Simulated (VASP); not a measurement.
# C (C2/m) in VASP: notebook

Runs on C. Level: PBE+D3(BJ). Tasks: single point.

All numbers are computed with VASP 6.6.1; they aren't measurements. Logs are shortened: lines on timing, memory, paths and dates and some standing lists are left out, and cuts for length are marked.

**1. The cell of the first run**

The typed cell holds 2 atoms: a = 2.460 Å, b = 2.460 Å, c = 3.487 Å, α = 110.64°, β = 110.64°, γ = 60.00°.

**2. Single point, PBE+D3(BJ) (volume scaled by 0.94, then relaxed in part)**

Contents of INCAR:

```
SYSTEM = C
ALGO = Normal
EDIFF = 1E-6
ENCUT = 600
GGA = PE
GGA_COMPAT = .FALSE.
ISIF = 2
ISMEAR = 0
IVDW = 12
LASPH = .TRUE.
LCHARG = .FALSE.
LREAL = .FALSE.
LWAVE = .FALSE.
NBANDS = 11
NELM = 120
PREC = Accurate
SIGMA = 0.02
```

Contents of KPOINTS:

```
k-points
0
G
  14 14 8
  0 0 0
```

Contents of POSCAR:

```
C
1.0
    2.1302364956     -1.2298762811     -0.0119364680
    2.1302364956      1.2298762811     -0.0119364680
   -1.4014616753      0.0000000000      3.1926917254
C
2
Direct
    0.8334118104      0.8334118104      0.0002428965
    0.1665881896      0.1665881896      0.9997571035
```

Potentials or basis: VASP PAW PBE potentials, release 64 (C).

Launch:

```console
> cat potpaw_PBE.64/C/POTCAR > POTCAR
> mpirun -np 1 vasp_std > vasp.out
```

OUTCAR:

```text
SYSTEM = C
   EDIFF = 1E-6
   ENCUT = 600
   GGA = PE
   ISIF = 2
   ISMEAR = 0
   IVDW = 12
   LASPH = .TRUE.
   LREAL = .FALSE.
   NELM = 120
   PREC = Accurate
 IVDW          = 12

 ion  position               nearest neighbor table
   1  0.833  0.833  0.000-   2 1.42   2 1.42   2 1.42
   2  0.167  0.167  1.000-   1 1.42   1 1.42   1 1.42

  LATTYP: Found a base centered monoclinic cell.
 ALAT       =     4.2605398749
 B/A-ratio  =     0.5773335386
 C/A-ratio  =     0.8183805086
 COS(beta)  =    -0.4070644896

  Lattice vectors:

 A1 = (   2.1302364956,  -1.2298762811,  -0.0119364680)
 A2 = (   2.1302364956,   1.2298762811,  -0.0119364680)
 A3 = (  -1.4014616753,   0.0000000000,   3.1926917254)

Analysis of symmetry for initial positions (statically):
=====================================================================
 Subroutine PRICEL returns:
 Original cell was already a primitive cell.

 Routine SETGRP: Setting up the symmetry group for a
 base centered monoclinic supercell.

 Subroutine GETGRP returns: Found  4 space group operations
 (whereof  4 operations were pure point group operations)
 out of a pool of  4 trial point group operations.

The static configuration has the point symmetry C_2h.

Analysis of symmetry for dynamics (positions and initial velocities):
=====================================================================
 Subroutine PRICEL returns:
 Original cell was already a primitive cell.

 Routine SETGRP: Setting up the symmetry group for a
 base centered monoclinic supercell.

 Subroutine GETGRP returns: Found  4 space group operations
 (whereof  4 operations were pure point group operations)
 out of a pool of  4 trial point group operations.

The dynamic configuration has the point symmetry C_2h.

 Subroutine INISYM returns: Found  4 space group operations
 (whereof  4 operations are pure point group operations),
 and found     1 'primitive' translations

----------------------------------------------------------------------------------------

                                     Primitive cell

  volume of cell :      16.6881

  direct lattice vectors                    reciprocal lattice vectors
     2.130236496 -1.229876281 -0.011936468     0.235294464 -0.406544957  0.103284690
     2.130236496  1.229876281 -0.011936468     0.235294464  0.406544957  0.103284690
    -1.401461675  0.000000000  3.192691725     0.001759384  0.000000000  0.313987630

  length of vectors
     2.459806024  2.459806024  3.486742790     0.480946997  0.480946997  0.313992559
[... 89 lines left out ...]
   POTIM  = 0.5000    time-step for ionic-motion
   TEBEG  =    0.0;   TEEND  =   0.0 temperature during run
   PSTRESS=    0.0 pullay stress
   NELECT =       8.0000    total number of electrons
   NUPDOWN=      -1.0000    fix difference up-down
   EMIN   =  10.00;   EMAX   =-10.00  energy-range for DOS
   EFERMI =   0.00;   METHOD = LEGACY
   ISMEAR =     0;   SIGMA  =   0.02  broadening in eV -4-tet -1-fermi 0-gaus
   EFERMI_NEDOS =   21; number of points for ismear=-14 and -15
   IALGO  =     38    algorithm
   IMIX   =      4    mixing-type and parameters
     AMIX     =   0.40;   BMIX     =  1.00
     AMIX_MAG =   1.60;   BMIX_MAG =  1.00
  volume/ion in A,a.u.               =       8.34        56.31
  Fermi-wavevector in a.u.,A,eV,Ry     =   1.281256  2.421223 22.335556  1.641617
  Thomas-Fermi vector in A             =   2.413636
   LORBIT       =      0    0 simple, 1 ext, 2 COOP (PROOUT), +10 PAW based schemes
   GGA     = PE    functional components
   LHFCALC =     F    Hartree Fock is set to
   AEXX    =    0.0000 exact exchange contribution
   IVDW    =    12    specifies the selected vdW correction
   LEPSILON=     F    determine dielectric tensor
   LRPA    =     F    only Hartree local field effects (RPA)
 non-spin polarized calculation
 Gauss-broadening in eV      SIGMA  =   0.02
  energy-cutoff  :      600.00
  volume of cell :       16.69
 maximum number of plane-waves:       571
   NGX =  9   NGY =  9   NGZ = 13

 number of electron       8.0000000 magnetization

 Free energy of the ion-electron system (eV)
  ---------------------------------------------------
  ext. energy  EPLUGINS =         0.00000000
  ---------------------------------------------------
  free energy    TOTEN  =       -18.39926665 eV

  energy without entropy =      -18.39926665  energy(sigma->0) =      -18.39926665

 E-fermi :   5.1648     XC(G=0): -10.6962

 val. band max:        5.0400294595   @ k =  -0.3571   0.3571   0.5000
 cond. band min:       5.5079691678   @ k =  -0.3571   0.3571   0.5000
 fundamental gap:      0.4679397083
 Fermi energy:         5.1647593060

 k-point     1 :       0.0000    0.0000    0.0000
  band No.  band energies     occupation
      1     -14.5808      2.00000
      2      -1.0722      2.00000
      3       2.2076      2.00000
      4       2.2081      2.00000
      5       9.9394      0.00000
      6      13.6234      0.00000
      7      13.6247      0.00000
      8      16.5686      0.00000
      9      18.0339      0.00000
     10      28.0863      0.00000
     11      32.4815      0.00000
[... 309 lines left out ...]
 k-point    24 :       0.2857    0.1429    0.0000
  band No.  band energies     occupation
      1     -13.0489      2.00000
      2      -1.6498      2.00000
      3      -0.4484      2.00000
      4       0.0004      2.00000
      5      12.4721      0.00000
      6      12.7032      0.00000
      7      14.9299      0.00000
      8      16.5475      0.00000
      9      21.4707      0.00000
     10      23.6621      0.00000
     11      29.4921      0.00000

 [... further k-points ...]

------------------------ aborting loop because EDIFF is reached ----------------------------------------

 Edisp (eV)   -0.33253

 E8    (eV) :    -0.0949

  FORCE on cell =-STRESS in cart. coord.  units (eV):
  Direction    XX          YY          ZZ          XY          YZ          ZX
  --------------------------------------------------------------------------------------
  -------------------------------------------------------------------------------------
  Total       0.30501     0.30485     0.24987     0.00000     0.00000    -0.00074
  in kB      29.28305    29.26762    23.98950     0.00000     0.00000    -0.07073
  external pressure =       27.51 kB  Pullay stress =        0.00 kB

 VOLUME and BASIS-vectors are now :
 -----------------------------------------------------------------------------
  energy-cutoff  :      600.00
  volume of cell :       16.69
      direct lattice vectors                 reciprocal lattice vectors
     2.130236496 -1.229876281 -0.011936468     0.235294464 -0.406544957  0.103284690
     2.130236496  1.229876281 -0.011936468     0.235294464  0.406544957  0.103284690
    -1.401461675  0.000000000  3.192691725     0.001759384  0.000000000  0.313987630

 POSITION                                       TOTAL-FORCE (eV/Angst)
 -----------------------------------------------------------------------------------
      3.55039      0.00000     -0.01912        -0.000367      0.000000      0.001344
     -0.69138      0.00000      3.18794         0.000367      0.000000     -0.001344
 -----------------------------------------------------------------------------------
    total drift:                               -0.000000     -0.000000      0.000000

  FREE ENERGIE OF THE ION-ELECTRON SYSTEM (eV)
  ---------------------------------------------------
  free  energy   TOTEN  =       -18.7317990927 eV

  energy  without entropy=      -18.7317990927  energy(sigma->0) =      -18.73179909
```

Run time: 82 s. Hardware: 1 thread of Intel Xeon 8259CL, shared host; peak memory 0.2 GiB.

Results:

* Free energy: -18.7318 eV
* Pressure: 2.8 GPa
* Band gap on the k mesh: 0.47 eV, direct
* Dispersion energy per atom: -0.166 eV

Levels at points of the mesh, in eV from the valence-band top:
| k point | band 1 | band 2 | band 3 | band 4 | band 5 | band 6 | band 7 | band 8 | band 9 |
| --- | --- | --- | --- | --- | --- | --- | --- | --- | --- |
| (0.00, 0.00, 0.00) | -19.62 | -6.11 | -2.83 | -2.83 | 4.90 | 8.58 | 8.58 | 11.53 | 12.99 |
| (0.50, 0.00, 0.00) | -14.21 | -13.17 | -6.21 | -1.73 | 2.24 | 7.91 | 12.37 | 13.16 | 19.12 |
| (0.50, 0.50, 0.00) | -14.04 | -13.04 | -6.29 | -2.69 | 1.39 | 7.34 | 13.87 | 16.21 | 20.23 |
| (0.00, 0.00, 0.50) | -19.18 | -8.65 | -2.86 | -2.86 | 8.50 | 8.51 | 11.85 | 12.05 | 12.69 |
| (0.50, 0.00, 0.50) | -14.04 | -13.04 | -6.29 | -2.69 | 1.38 | 7.33 | 13.87 | 16.21 | 20.23 |
| (0.50, 0.50, 0.50) | -14.21 | -13.17 | -6.20 | -1.73 | 2.23 | 7.91 | 12.37 | 13.17 | 19.12 |

 A k mesh can miss the band edges.

**3. Single point, PBE+D3(BJ) (volume scaled by 0.97, then relaxed in part)**

Contents of INCAR:

```
SYSTEM = C
PREC = Accurate ; ENCUT = 600
EDIFF = 1E-6 ; ISMEAR = 0
SIGMA = 0.02 ; LREAL = .False.
LASPH = .True. ; NELM = 120
ALGO = Normal ; ISIF = 2
LWAVE = .False. ; LCHARG = .False.
GGA = PE ; IVDW = 12
NBANDS = 11 ; GGA_COMPAT = .False.
```

Contents of KPOINTS:

```
Automatic mesh
0
Gamma
  14 14 8
  0 0 0
```

Contents of POSCAR:

```
C
1.0
    2.1327675447     -1.2313570896     -0.0114144953
    2.1327675447      1.2313570896     -0.0114144953
   -1.4018209123      0.0000000000      3.2861373387
C
2
Direct
    0.8333875144      0.8333875144      0.0001641284
    0.1666124856      0.1666124856      0.9998358716
```

Potentials or basis: VASP PAW PBE potentials, release 64 (C).

Launch:

```console
> cat potpaw_PBE.64/C/POTCAR > POTCAR
> mpirun -np 1 vasp_std > vasp.out
```

Wall time 98 s (1 thread of Intel Xeon 8259CL, shared host); peak memory 0.2 GiB.

It converged, with:

* Free energy: -18.7384 eV
* Pressure: 1.1 GPa
* Band gap on the k mesh: 0.59 eV, direct
* Dispersion energy per atom: -0.161 eV

Stress tensor (GPa, compression positive):
```
 1.30  0.00 -0.01
 0.00  1.30  0.00
-0.01  0.00  0.78
```

Levels at points of the mesh, in eV from the valence-band top:
```tsv
k point	band 1	band 2	band 3	band 4	band 5	band 6	band 7	band 8
(0.00, 0.00, 0.00)	-19.48	-6.21	-2.77	-2.77	4.69	8.62	8.62	11.59
(0.50, 0.00, 0.00)	-14.11	-13.07	-6.14	-1.72	2.26	7.88	12.24	12.95
(0.50, 0.50, 0.00)	-13.98	-12.97	-6.21	-2.54	1.50	7.42	13.67	15.74
(0.00, 0.00, 0.50)	-19.13	-8.42	-2.80	-2.80	8.55	8.55	11.35	11.84
(0.50, 0.00, 0.50)	-13.98	-12.97	-6.21	-2.54	1.50	7.42	13.68	15.76
(0.50, 0.50, 0.50)	-14.11	-13.07	-6.14	-1.73	2.26	7.89	12.25	12.96
```

 A k mesh can miss the band edges.
